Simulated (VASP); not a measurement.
C, 2 atoms in the cell. It takes space group Fd-3m (No. 227, cubic). The conventional cell has a = 3.554 Å, b = 3.554 Å, c = 3.554 Å, α = 90.00°, β = 90.00°, γ = 90.00°. C (site symmetry -43m) has 4 C at 1.54 Å within 2.1 Å. 

- Program: VASP 6.6.1
- Task: relaxation of cell and atoms
- Functional: PBEsol
- Potentials or basis: VASP PAW PBE potentials, release 64 (C)
- Cutoff: 600 eV
- k mesh: 10 × 10 × 10
- Occupations: gaussian, width 0.01 eV
- Spin: no spin polarisation
- Target pressure: 15 GPa
- Dipole correction: no
- Further INCAR settings: ALGO = Normal; EDIFF = 1e-06; IBRION = 2; EDIFFG = -0.002; NSW = 100; ISIF = 3

Potentials or basis: VASP PAW PBE potentials, release 64 (C).

Command:

```sh
$ cat potpaw_PBE.64/C/POTCAR > POTCAR
$ mpirun -np 1 vasp_std > vasp.out
```

Hardware: 1 thread of Intel(R) Xeon(R) Platinum 8375C CPU @ 2.90GHz (Ice Lake), on a shared host.

**Question.** How long does it take, and how much memory?

**Answer.** It took 9.5 s on 1 thread of Intel(R) Xeon(R) Platinum 8375C CPU @ 2.90GHz (Ice Lake), on a shared host, peak memory 0.11 GiB. Counts: scf iterations 31, k points 47, ion steps 6.
